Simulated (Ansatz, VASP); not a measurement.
## Mo in VASP and in Ansatz

```
Mo
1.0
     0.00000    2.03495    2.03495
     2.03495    0.00000    2.03495
     2.03495    2.03495    0.00000
Mo
1
Direct
  0.00000 0.00000 0.00000
```

Change from the starting cell: volume scaled by 1.03.

Alike in both runs: task single point; functional PBE; k mesh 17 × 17 × 17; occupations fermi-dirac, width 0.08 eV; no spin polarisation.

|  | VASP | Ansatz |
| --- | --- | --- |
| version | VASP 6.6.1 | Ansatz 0.2.0 |
| potentials or method | VASP PAW PBE potentials, release 64 (Mo_sv), cutoff 520 eV | all-electron LAPW, scalar-relativistic |

```tsv
	VASP	Ansatz	Ansatz less VASP
pressure (GPa)	-10.3	-10.7	-0.35
```

Ansatz ran all-electron here, and VASP with PAW potentials.
